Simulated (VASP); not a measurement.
# Li3FeSb (Pm-3m) in VASP: notebook

Li3FeSb is run at these levels: PBE; tasks: single point, relaxation of cell and atoms.

All numbers are computed with VASP 6.6.1; they aren't measurements. Logs are shortened: lines on timing, memory, paths and dates and some standing lists are left out, and cuts for length are marked.

## Step 1: The cell of the first run

The structure is cubic, space group Pm-3m (No. 221). Conventional cell: a = 5.116 Å, b = 5.116 Å, c = 5.116 Å, α = 90.00°, β = 90.00°, γ = 90.00°. Within 3.4 Å of Li (site symmetry 4/mmm) lie 2 Sb at 2.56 Å. Within 4.8 Å of Fe (site symmetry m-3m) lie 12 Li at 3.62 Å and 8 Sb at 4.43 Å. Within 3.4 Å of Sb (site symmetry m-3m) lie 6 Li at 2.56 Å.

## Step 2: Single point, PBE, collinear spin, ferromagnetic start

INCAR reads:

```
SYSTEM = Li3FeSb
PREC = Accurate ; ENCUT = 520
EDIFF = 1E-6 ; ISMEAR = 0
SIGMA = 0.1 ; LREAL = .False.
LASPH = .True. ; NELM = 150
ALGO = Normal ; ISIF = 2
LWAVE = .False. ; LCHARG = .False.
ISPIN = 2 ; MAGMOM = 0 0 0 3.35 0
LORBIT = 11 ; LMAXMIX = 4
GGA = PE ; NBANDS = 23
```

KPOINTS reads:

```
Automatic mesh
0
Gamma
  4 4 4
  0 0 0
```

POSCAR reads:

```
Li3FeSb
1.0
    5.1162727800      0.0000000000      0.0000000000
    0.0000000000      5.1162727800      0.0000000000
    0.0000000000      0.0000000000      5.1162727800
Li Fe Sb
3 1 1
Direct
    0.0000000000      0.5000000000      0.5000000000
    0.5000000000      0.0000000000      0.5000000000
    0.5000000000      0.5000000000      0.0000000000
    0.0000000000      0.0000000000      0.0000000000
    0.5000000000      0.5000000000      0.5000000000
```

Potentials or basis: VASP PAW PBE potentials, release 64 (Li_sv, Fe, Sb).

Launch:

```sh
$ cat potpaw_PBE.64/Li_sv/POTCAR potpaw_PBE.64/Fe/POTCAR potpaw_PBE.64/Sb/POTCAR > POTCAR
$ mpirun -np 1 vasp_std > vasp.out
```

OUTCAR:

```text
SYSTEM = Li3FeSb
   PREC = Accurate
   ENCUT = 520
   EDIFF = 1E-6
   ISMEAR = 0
   LREAL = .False.
   LASPH = .True.
   NELM = 150
   ISIF = 2
   ISPIN = 2
   LORBIT = 11
   GGA = PE

 ion  position               nearest neighbor table
   1  0.000  0.500  0.500-   5 2.56   5 2.56
   2  0.500  0.000  0.500-   5 2.56   5 2.56
   3  0.500  0.500  0.000-   5 2.56   5 2.56
   4  0.000  0.000  0.000-
   5  0.500  0.500  0.500-   1 2.56   2 2.56   3 2.56   3 2.56   2 2.56   1 2.56

  LATTYP: Found a simple cubic cell.
 ALAT       =     5.1162727800

  Lattice vectors:

 A1 = (   5.1162727800,   0.0000000000,   0.0000000000)
 A2 = (   0.0000000000,   5.1162727800,   0.0000000000)
 A3 = (   0.0000000000,   0.0000000000,   5.1162727800)

Analysis of symmetry for initial positions (statically):
=====================================================================
 Subroutine PRICEL returns:
 Original cell was already a primitive cell.

 Routine SETGRP: Setting up the symmetry group for a
 simple cubic supercell.

 Subroutine GETGRP returns: Found 48 space group operations
 (whereof 48 operations were pure point group operations)
 out of a pool of 48 trial point group operations.

The static configuration has the point symmetry O_h .

Analysis of symmetry for dynamics (positions and initial velocities):
=====================================================================
 Subroutine PRICEL returns:
 Original cell was already a primitive cell.

 Routine SETGRP: Setting up the symmetry group for a
 simple cubic supercell.

 Subroutine GETGRP returns: Found 48 space group operations
 (whereof 48 operations were pure point group operations)
 out of a pool of 48 trial point group operations.

The dynamic configuration has the point symmetry O_h .

Analysis of structural, dynamic, and magnetic symmetry:
=====================================================================
 Subroutine PRICEL returns:
 Original cell was already a primitive cell.

 Routine SETGRP: Setting up the symmetry group for a
 simple cubic supercell.

 Subroutine GETGRP returns: Found 48 space group operations
 (whereof 48 operations were pure point group operations)
 out of a pool of 48 trial point group operations.

The overall configuration has the point symmetry O_h .

 Subroutine INISYM returns: Found 48 space group operations
 (whereof 48 operations are pure point group operations),
 and found     1 'primitive' translations

----------------------------------------------------------------------------------------

                                     Primitive cell

  volume of cell :     133.9248

  direct lattice vectors                    reciprocal lattice vectors
     5.116272780  0.000000000  0.000000000     0.195454786  0.000000000  0.000000000
     0.000000000  5.116272780  0.000000000     0.000000000  0.195454786  0.000000000
     0.000000000  0.000000000  5.116272780     0.000000000  0.000000000  0.195454786

  length of vectors
     5.116272780  5.116272780  5.116272780     0.195454786  0.195454786  0.195454786

  position of ions in fractional coordinates (direct lattice)
     0.000000000  0.500000000  0.500000000
     0.500000000  0.000000000  0.500000000
     0.500000000  0.500000000  0.000000000
     0.000000000  0.000000000  0.000000000
     0.500000000  0.500000000  0.500000000

  ion indices of the primitive-cell ions
   primitive index   ion index
                 1           1
                 2           2
                 3           3
                 4           4
                 5           5

----------------------------------------------------------------------------------------

 KPOINTS: Automatic mesh

Automatic generation of k-mesh.
 Grid dimensions read from file:
 generate k-points for:    4    4    4

 Generating k-lattice:

  Cartesian coordinates                     Fractional coordinates (reciprocal lattice)
     0.048863696  0.000000000  0.000000000     0.250000000  0.000000000  0.000000000
     0.000000000  0.048863696  0.000000000     0.000000000  0.250000000  0.000000000
     0.000000000  0.000000000  0.048863696     0.000000000  0.000000000  0.250000000

  Length of vectors
     0.048863696  0.048863696  0.048863696

  Shift w.r.t. Gamma in fractional coordinates (k-lattice)
     0.000000000  0.000000000  0.000000000

 Subroutine IBZKPT returns following result:
 ===========================================

 Found     10 irreducible k-points:

 Following reciprocal coordinates:
            Coordinates               Weight
  0.000000  0.000000  0.000000      1.000000
  0.250000  0.000000  0.000000      6.000000
  0.500000  0.000000  0.000000      3.000000
  0.250000  0.250000  0.000000     12.000000
  0.500000  0.250000  0.000000     12.000000
  0.500000  0.500000  0.000000      3.000000
  0.250000  0.250000  0.250000      8.000000
  0.500000  0.250000  0.250000     12.000000
  0.500000  0.500000  0.250000      6.000000
  0.500000  0.500000  0.500000      1.000000
   k-points           NKPTS =     10   k-points in BZ     NKDIM =     10   number of bands    NBANDS=     23
   number of dos      NEDOS =    301   number of ions     NIONS =      5
   total plane-waves  NPLWV =  64000
   dimension x,y,z NGX =    40 NGY =   40 NGZ =   40
   dimension x,y,z NGXF=    80 NGYF=   80 NGZF=   80
   ions per type =               3   1   1
   NGX,Y,Z   is equivalent  to a cutoff of  13.00, 13.00, 13.00 a.u.
   NGXF,Y,Z  is equivalent  to a cutoff of  25.99, 25.99, 25.99 a.u.
 SYSTEM =  Li3FeSb
   PREC   = accura    normal or accurate (medium, high low for compatibility)
   ISTART =      0    job   : 0-new  1-cont  2-samecut
   ICHARG =      2    charge: 1-file 2-atom 10-const
   ISPIN  =      2    spin polarized calculation?
   LNONCOLLINEAR =      F non collinear calculations
   LSORBIT =      F    spin-orbit coupling
   LASPH  =      T    aspherical Exc in radial PAW
   ENCUT  =  520.0 eV  38.22 Ry    6.18 a.u.   9.51  9.51  9.51*2*pi/ulx,y,z
   NELM   =    150;   NELMIN=  2; NELMDL= -5     # of ELM steps
   EDIFF  = 0.1E-05   stopping-criterion for ELM
   LREAL  =      F    real-space projection
   EDIFFG = 0.1E-04   stopping-criterion for IOM
   NSW    =      0    number of steps for IOM
   IBRION =     -1    ionic relax: 0-MD 1-quasi-New 2-CG
   NFREE  =      0    steps in history (QN), initial steepest desc. (CG)
   ISIF   =      2    stress and relaxation
   ISYM   =      2    0-nonsym 1-usesym 2-fastsym
   POTIM  = 0.5000    time-step for ionic-motion
   TEBEG  =    0.0;   TEEND  =   0.0 temperature during run
   PSTRESS=    0.0 pullay stress
   NELECT =      22.0000    total number of electrons
   NUPDOWN=      -1.0000    fix difference up-down
   EMIN   =  10.00;   EMAX   =-10.00  energy-range for DOS
   EFERMI =   0.00;   METHOD = LEGACY
   ISMEAR =     0;   SIGMA  =   0.10  broadening in eV -4-tet -1-fermi 0-gaus
   EFERMI_NEDOS =   21; number of points for ismear=-14 and -15
   IALGO  =     38    algorithm
   IMIX   =      4    mixing-type and parameters
     AMIX     =   0.40;   BMIX     =  1.00
     AMIX_MAG =   1.60;   BMIX_MAG =  1.00
  volume/ion in A,a.u.               =      26.78       180.75
  Fermi-wavevector in a.u.,A,eV,Ry     =   0.896593  1.694315 10.937439  0.803879
  Thomas-Fermi vector in A             =   2.019071
   LORBIT       =     11    0 simple, 1 ext, 2 COOP (PROOUT), +10 PAW based schemes
   GGA     = PE    functional components
   LHFCALC =     F    Hartree Fock is set to
   AEXX    =    0.0000 exact exchange contribution
   IVDW    =     0    specifies the selected vdW correction
   LEPSILON=     F    determine dielectric tensor
   LRPA    =     F    only Hartree local field effects (RPA)
 spin polarized calculation
 Gauss-broadening in eV      SIGMA  =   0.10
  energy-cutoff  :      520.00
  volume of cell :      133.92
 maximum number of plane-waves:      3695
 NGX is ok and might be reduce to    40
   NGX = 19   NGY = 19   NGZ = 19

 number of electron      21.9999996 magnetization       3.9045927

 Free energy of the ion-electron system (eV)
  ---------------------------------------------------
  ext. energy  EPLUGINS =         0.00000000
  ---------------------------------------------------
  free energy    TOTEN  =       -15.90387849 eV

  energy without entropy =      -15.87653630  energy(sigma->0) =      -15.89020740

 E-fermi :   1.3066     XC(G=0):  -7.4677

 val. band max:        1.3026627748   @ k =   0.5000   0.5000   0.0000
 cond. band min:       1.3098775434   @ k =   0.5000   0.5000   0.2500
 fundamental gap:      0.0072147686
 Fermi energy:         1.3066144003

 spin component 1

 k-point     1 :       0.0000    0.0000    0.0000
  band No.  band energies     occupation
      1     -44.9160      1.00000
      2     -44.9129      1.00000
      3     -44.9129      1.00000
      4      -7.2517      1.00000
      5      -1.6103      1.00000
      6      -1.6103      1.00000
[... 233 lines left out ...]
      6      -1.7398      1.00000
[... 15 lines left out ...]
     22      10.0967      0.00000
     23      10.0995      0.00000
 Fermi energy:         1.3066144003

 spin component 2

 k-point     1 :       0.0000    0.0000    0.0000
  band No.  band energies     occupation
      1     -44.9151      1.00000
      2     -44.9120      1.00000
      3     -44.9120      1.00000
      4      -7.1188      1.00000
      5      -0.2784      1.00000
      6      -0.2784      1.00000
[... 249 lines left out ...]
     22      10.1885      0.00000
     23      10.6375      0.00000

------------------------ aborting loop because EDIFF is reached ----------------------------------------

  FORCE on cell =-STRESS in cart. coord.  units (eV):
  Direction    XX          YY          ZZ          XY          YZ          ZX
  --------------------------------------------------------------------------------------
  -------------------------------------------------------------------------------------
  Total        0.1663760      0.1663760      0.1663760      0.0000000     -0.0000000      0.0000000
  in kB        1.9903996      1.9903996      1.9903996      0.0000000     -0.0000000      0.0000000
  external PRESSURE =       1.9903996 kB  Pullay stress =       0.0000000 kB

 VOLUME and BASIS-vectors are now :
 -----------------------------------------------------------------------------
  energy-cutoff  :      520.00
  volume of cell :      133.92
      direct lattice vectors                 reciprocal lattice vectors
     5.116272780  0.000000000  0.000000000     0.195454786  0.000000000  0.000000000
     0.000000000  5.116272780  0.000000000     0.000000000  0.195454786  0.000000000
     0.000000000  0.000000000  5.116272780     0.000000000  0.000000000  0.195454786

 POSITION                                       TOTAL-FORCE (eV/Angst)
 -----------------------------------------------------------------------------------
      0.00000      2.55814      2.55814         0.000000      0.000000      0.000000
      2.55814      0.00000      2.55814         0.000000      0.000000      0.000000
      2.55814      2.55814      0.00000         0.000000      0.000000      0.000000
      0.00000      0.00000      0.00000         0.000000      0.000000      0.000000
      2.55814      2.55814      2.55814         0.000000      0.000000      0.000000
 -----------------------------------------------------------------------------------
    total drift:                                0.000000      0.000000     -0.000000

  FREE ENERGIE OF THE ION-ELECTRON SYSTEM (eV)
  ---------------------------------------------------
  free  energy   TOTEN  =       -15.9038784894 eV

  energy  without entropy=      -15.8765363042  energy(sigma->0) =      -15.89020740

 total charge

# of ion       s       p       d       tot
------------------------------------------
    1        2.026   0.053   0.000   2.079
    2        2.026   0.053   0.000   2.079
    3        2.026   0.053   0.000   2.079
    4        0.420   0.041   6.073   6.535
    5        1.125   1.451   0.004   2.580
--------------------------------------------------
tot          7.623   1.651   6.077  15.351

 magnetization (x)

# of ion       s       p       d       tot
------------------------------------------
    1        0.001   0.001   0.000   0.001
    2        0.001   0.001   0.000   0.001
    3        0.001   0.001   0.000   0.001
    4        0.164   0.006   3.198   3.368
    5        0.005   0.101  -0.000   0.106
--------------------------------------------------
tot          0.171   0.109   3.198   3.477
```

Wall time 2.2 min (1 thread of Oxide Virtual Turin-like, shared host); peak memory 0.27 GiB.

Results:

| Quantity | Value |
| --- | --- |
| Free energy | -15.9039 eV |
| Net moment | 3.90 μB per cell |
| Site moments | Li +0.00; Fe +3.37; Sb +0.11 μB |
| Valence electrons inside the program's atomic spheres | Li 2.08; Fe 6.54; Sb 2.58 |

Caveat: the cutoff is under 1.25 times the usual one of these potentials, so pressure, stress and relaxed cells hold a basis-set (Pulay) error; spin-orbit coupling is left out, which moves the levels of the heavy elements; a cell with one magnetic atom can't hold antiferromagnetic order, which such compounds often take.

[end of part 1 of 2]
